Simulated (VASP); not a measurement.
# Cr (Im-3m) in VASP: single point with PBE

Aim: the single point of Cr with PBE.

Everything below comes from runs of VASP 6.6.1. Logs are shortened: lines on timing, memory, paths and dates and some standing lists are left out, and cuts for length are marked.

## 1. The cell of the first run

Symmetry: Im-3m, No. 229, cubic system. Conventional cell: a = 2.884 Å, b = 2.884 Å, c = 2.884 Å, α = 90.00°, β = 90.00°, γ = 90.00°. Cr (site symmetry m-3m) has 14 Cr at 2.50 to 2.88 Å within 3.3 Å.

## 2. Single point, PBE, collinear spin, ferromagnetic start

INCAR reads:

```
SYSTEM = Cr
ALGO = Normal
EDIFF = 1E-6
ENCUT = 520
GGA = PE
ISIF = 2
ISMEAR = -1
ISPIN = 2
LASPH = .True.
LCHARG = .False.
LMAXMIX = 4
LORBIT = 11
LREAL = .False.
LWAVE = .False.
MAGMOM = 2.1
NBANDS = 16
NELM = 150
PREC = Accurate
SIGMA = 0.1
```

KPOINTS reads:

```
k-points
0
Gamma
  15 15 15
  0 0 0
```

POSCAR reads:

```
Cr
1.0
   -1.4419500000      1.4419500000      1.4419500000
    1.4419500000     -1.4419500000      1.4419500000
    1.4419500000      1.4419500000     -1.4419500000
Cr
1
Direct
    0.0000000000      0.0000000000      0.0000000000
```

Potentials or basis: VASP PAW PBE potentials, release 64 (Cr_pv).

Command:

```console
$ cat potpaw_PBE.64/Cr_pv/POTCAR > POTCAR
$ mpirun -np 1 vasp_std > vasp.out
```

OUTCAR:

```text
SYSTEM = Cr
   EDIFF = 1E-6
   ENCUT = 520
   GGA = PE
   ISIF = 2
   ISMEAR = -1
   ISPIN = 2
   LASPH = .True.
   LORBIT = 11
   LREAL = .False.
   NELM = 150
   PREC = Accurate

 ion  position               nearest neighbor table
   1  0.000  0.000  0.000-

  LATTYP: Found a body centered cubic cell.
 ALAT       =     2.8839000000

  Lattice vectors:

 A1 = (  -1.4419500000,   1.4419500000,   1.4419500000)
 A2 = (   1.4419500000,  -1.4419500000,   1.4419500000)
 A3 = (   1.4419500000,   1.4419500000,  -1.4419500000)

Analysis of symmetry for initial positions (statically):
=====================================================================
 Subroutine PRICEL returns:
 Original cell was already a primitive cell.

 Routine SETGRP: Setting up the symmetry group for a
 body centered cubic supercell.

 Subroutine GETGRP returns: Found 48 space group operations
 (whereof 48 operations were pure point group operations)
 out of a pool of 48 trial point group operations.

The static configuration has the point symmetry O_h .

Analysis of symmetry for dynamics (positions and initial velocities):
=====================================================================
 Subroutine PRICEL returns:
 Original cell was already a primitive cell.

 Routine SETGRP: Setting up the symmetry group for a
 body centered cubic supercell.

 Subroutine GETGRP returns: Found 48 space group operations
 (whereof 48 operations were pure point group operations)
 out of a pool of 48 trial point group operations.

The dynamic configuration has the point symmetry O_h .

Analysis of structural, dynamic, and magnetic symmetry:
=====================================================================
 Subroutine PRICEL returns:
 Original cell was already a primitive cell.

 Routine SETGRP: Setting up the symmetry group for a
 body centered cubic supercell.

 Subroutine GETGRP returns: Found 48 space group operations
 (whereof 48 operations were pure point group operations)
 out of a pool of 48 trial point group operations.

The overall configuration has the point symmetry O_h .

 Subroutine INISYM returns: Found 48 space group operations
 (whereof 48 operations are pure point group operations),
 and found     1 'primitive' translations

----------------------------------------------------------------------------------------

                                     Primitive cell

  volume of cell :      11.9925

  direct lattice vectors                    reciprocal lattice vectors
    -1.441950000  1.441950000  1.441950000     0.000000000  0.346752661  0.346752661
     1.441950000 -1.441950000  1.441950000     0.346752661  0.000000000  0.346752661
     1.441950000  1.441950000 -1.441950000     0.346752661  0.346752661  0.000000000

  length of vectors
     2.497530662  2.497530662  2.497530662     0.490382316  0.490382316  0.490382316

  position of ions in fractional coordinates (direct lattice)
     0.000000000  0.000000000  0.000000000

  ion indices of the primitive-cell ions
   primitive index   ion index
                 1           1

----------------------------------------------------------------------------------------

 KPOINTS: k-points

Automatic generation of k-mesh.
 Grid dimensions read from file:
 generate k-points for:   15   15   15

 Generating k-lattice:

  Cartesian coordinates                     Fractional coordinates (reciprocal lattice)
     0.000000000  0.023116844  0.023116844     0.066666667  0.000000000  0.000000000
     0.023116844  0.000000000  0.023116844     0.000000000  0.066666667  0.000000000
     0.023116844  0.023116844  0.000000000     0.000000000  0.000000000  0.066666667

  Length of vectors
     0.032692154  0.032692154  0.032692154

  Shift w.r.t. Gamma in fractional coordinates (k-lattice)
     0.000000000  0.000000000  0.000000000

 Subroutine IBZKPT returns following result:
 ===========================================

 Found    120 irreducible k-points:

 Following reciprocal coordinates:
            Coordinates               Weight
  0.000000  0.000000  0.000000      1.000000
  0.066667  0.000000  0.000000     12.000000
  0.133333  0.000000  0.000000     12.000000
  0.200000  0.000000  0.000000     12.000000
  0.266667  0.000000  0.000000     12.000000
  0.333333  0.000000  0.000000     12.000000
[... 16 lines left out ...]
  0.333333  0.200000 -0.000000     48.000000
  0.400000  0.200000 -0.000000     24.000000
 [... further k-points ...]
   k-points           NKPTS =    120   k-points in BZ     NKDIM =    120   number of bands    NBANDS=     16
   number of dos      NEDOS =    301   number of ions     NIONS =      1
   total plane-waves  NPLWV =   8000
   dimension x,y,z NGX =    20 NGY =   20 NGZ =   20
   dimension x,y,z NGXF=    40 NGYF=   40 NGZF=   40
   ions per type =               1
   NGX,Y,Z   is equivalent  to a cutoff of  13.31, 13.31, 13.31 a.u.
   NGXF,Y,Z  is equivalent  to a cutoff of  26.63, 26.63, 26.63 a.u.
 SYSTEM =  Cr
   PREC   = accura    normal or accurate (medium, high low for compatibility)
   ISTART =      0    job   : 0-new  1-cont  2-samecut
   ICHARG =      2    charge: 1-file 2-atom 10-const
   ISPIN  =      2    spin polarized calculation?
   LNONCOLLINEAR =      F non collinear calculations
   LSORBIT =      F    spin-orbit coupling
   LASPH  =      T    aspherical Exc in radial PAW
   ENCUT  =  520.0 eV  38.22 Ry    6.18 a.u.   4.64  4.64  4.64*2*pi/ulx,y,z
   NELM   =    150;   NELMIN=  2; NELMDL= -5     # of ELM steps
   EDIFF  = 0.1E-05   stopping-criterion for ELM
   LREAL  =      F    real-space projection
   EDIFFG = 0.1E-04   stopping-criterion for IOM
   NSW    =      0    number of steps for IOM
   IBRION =     -1    ionic relax: 0-MD 1-quasi-New 2-CG
   NFREE  =      0    steps in history (QN), initial steepest desc. (CG)
   ISIF   =      2    stress and relaxation
   ISYM   =      2    0-nonsym 1-usesym 2-fastsym
   POTIM  = 0.5000    time-step for ionic-motion
   TEBEG  =    0.0;   TEEND  =   0.0 temperature during run
   PSTRESS=    0.0 pullay stress
   NELECT =      12.0000    total number of electrons
   NUPDOWN=      -1.0000    fix difference up-down
   EMIN   =  10.00;   EMAX   =-10.00  energy-range for DOS
   EFERMI =   0.00;   METHOD = LEGACY
   ISMEAR =    -1;   SIGMA  =   0.10  broadening in eV -4-tet -1-fermi 0-gaus
   EFERMI_NEDOS =   21; number of points for ismear=-14 and -15
   IALGO  =     38    algorithm
   IMIX   =      4    mixing-type and parameters
     AMIX     =   0.40;   BMIX     =  1.00
     AMIX_MAG =   1.60;   BMIX_MAG =  1.00
  volume/ion in A,a.u.               =      11.99        80.93
  Fermi-wavevector in a.u.,A,eV,Ry     =   1.637439  3.094310 36.480015  2.681205
  Thomas-Fermi vector in A             =   2.728578
   LORBIT       =     11    0 simple, 1 ext, 2 COOP (PROOUT), +10 PAW based schemes
   GGA     = PE    functional components
   LHFCALC =     F    Hartree Fock is set to
   AEXX    =    0.0000 exact exchange contribution
   IVDW    =     0    specifies the selected vdW correction
   LEPSILON=     F    determine dielectric tensor
   LRPA    =     F    only Hartree local field effects (RPA)
 spin polarized calculation
  energy-cutoff  :      520.00
  volume of cell :       11.99
 maximum number of plane-waves:       335
   NGX =  9   NGY =  9   NGZ =  9

 number of electron      11.9999992 magnetization       0.0002953

 number of electron      11.9999992 magnetization      -0.0000086

 Free energy of the ion-electron system (eV)
  ---------------------------------------------------
  ext. energy  EPLUGINS =         0.00000000
  ---------------------------------------------------
  free energy    TOTEN  =        -9.51157268 eV

  energy without entropy =       -9.48241492  energy(sigma->0) =       -9.49699380

 E-fermi :  10.4377     XC(G=0): -13.4564

 val. band max:       10.4337980461   @ k =  -0.3333   0.4000   0.2667
 cond. band min:      10.4455741797   @ k =   0.4000   0.0000   0.0000
 fundamental gap:      0.0117761336
 Fermi energy:        10.4376728524

 spin component 1

 k-point     1 :       0.0000    0.0000    0.0000
  band No.  band energies     occupation
      1     -32.3210      1.00000
      2     -32.3210      1.00000
      3     -32.3210      1.00000
      4       2.7268      1.00000
      5       9.5872      0.99980
      6       9.5872      0.99980
[... 8 lines left out ...]
     15      39.5939      0.00000
     16      43.8208      0.00000

 k-point     2 :       0.0667    0.0000    0.0000
  band No.  band energies     occupation
      1     -32.3576      1.00000
      2     -32.3323      1.00000
      3     -32.3212      1.00000
      4       2.9155      1.00000
      5       9.5160      0.99990
      6       9.5750      0.99982
[... 8 lines left out ...]
     15      40.0016      0.00000
     16      41.8272      0.00000
[... 387 lines left out ...]
      5       8.2190      1.00000
      6       9.2082      1.00000
[... 8 lines left out ...]
     15      39.1896      0.00000
     16      44.0231      0.00000

 k-point    24 :       0.4000    0.2000   -0.0000
  band No.  band energies     occupation
      1     -33.0324      1.00000
      2     -32.6924      1.00000
      3     -32.4016      1.00000
      4       7.0560      1.00000
      5       8.2101      1.00000
      6       9.3518      0.99998
[... 8 lines left out ...]
     15      39.1500      0.00000
     16      43.9396      0.00000

 [... further k-points ...]

 spin component 2

 k-point     1 :       0.0000    0.0000    0.0000
  band No.  band energies     occupation
      1     -32.3210      1.00000
      2     -32.3210      1.00000
      3     -32.3210      1.00000
      4       2.7268      1.00000
      5       9.5871      0.99980
      6       9.5871      0.99980
[... 8 lines left out ...]
     15      39.5939      0.00000
     16      43.8208      0.00000

 k-point     2 :       0.0667    0.0000    0.0000
  band No.  band energies     occupation
      1     -32.3576      1.00000
      2     -32.3323      1.00000
      3     -32.3211      1.00000
      4       2.9155      1.00000
      5       9.5160      0.99990
      6       9.5750      0.99982
[... 8 lines left out ...]
     15      40.0016      0.00000
     16      41.8272      0.00000
[... 387 lines left out ...]
      5       8.2190      1.00000
      6       9.2082      1.00000
[... 8 lines left out ...]
     15      39.1896      0.00000
     16      44.0231      0.00000

 k-point    24 :       0.4000    0.2000   -0.0000
  band No.  band energies     occupation
      1     -33.0323      1.00000
      2     -32.6924      1.00000
      3     -32.4016      1.00000
      4       7.0560      1.00000
      5       8.2100      1.00000
      6       9.3518      0.99998
[... 8 lines left out ...]
     15      39.1500      0.00000
     16      43.9396      0.00000

 [... further k-points ...]
[... 5 lines left out ...]
  --------------------------------------------------------------------------------------
  -------------------------------------------------------------------------------------
  Total       -0.6893581     -0.6893581     -0.6893581      0.0000000      0.0000000      0.0000000
  in kB      -92.0968723    -92.0968723    -92.0968723      0.0000000      0.0000000      0.0000000
  external PRESSURE =     -92.0968723 kB  Pullay stress =       0.0000000 kB

 VOLUME and BASIS-vectors are now :
 -----------------------------------------------------------------------------
  energy-cutoff  :      520.00
  volume of cell :       11.99
      direct lattice vectors                 reciprocal lattice vectors
    -1.441950000  1.441950000  1.441950000     0.000000000  0.346752661  0.346752661
     1.441950000 -1.441950000  1.441950000     0.346752661  0.000000000  0.346752661
     1.441950000  1.441950000 -1.441950000     0.346752661  0.346752661  0.000000000

 POSITION                                       TOTAL-FORCE (eV/Angst)
 -----------------------------------------------------------------------------------
      0.00000      0.00000      0.00000        -0.000000      0.000000     -0.000000
 -----------------------------------------------------------------------------------
    total drift:                                0.000000     -0.000000      0.000000

  FREE ENERGIE OF THE ION-ELECTRON SYSTEM (eV)
  ---------------------------------------------------
  free  energy   TOTEN  =        -9.5115726843 eV

  energy  without entropy=       -9.4824149195  energy(sigma->0) =       -9.49699380

 total charge

# of ion       s       p       d       tot
------------------------------------------
    1        0.427   6.381   4.171  10.979

 magnetization (x)

# of ion       s       p       d       tot
------------------------------------------
    1        0.000  -0.000  -0.000  -0.000
```

It took 29 s on 1 thread of Intel Xeon 6975P-C, shared host; peak memory 0.15 GiB.

Results:

```yaml
Free_energy: -9.5116 eV
Pressure: -9.2 GPa
Band_gap_on_the_k_mesh: zero (filled and empty bands overlap)
Net_moment: 0.00 μB per cell
Valence_electrons_inside_the_program's_atomic_spheres: Cr 10.98
```

Levels at points of the mesh, in eV from the Fermi level:
Spin up:
| k point | band 4 | band 5 | band 6 | band 7 | band 8 | band 9 |
| --- | --- | --- | --- | --- | --- | --- |
| (0.00, 0.00, 0.00) | -7.71 | -0.85 | -0.85 | -0.85 | 1.11 | 1.11 |
Spin down:
| k point | band 4 | band 5 | band 6 | band 7 | band 8 | band 9 |
| --- | --- | --- | --- | --- | --- | --- |
| (0.00, 0.00, 0.00) | -7.71 | -0.85 | -0.85 | -0.85 | 1.11 | 1.11 |

Caveat: the starting moments collapsed, and a magnetic state may lie lower.
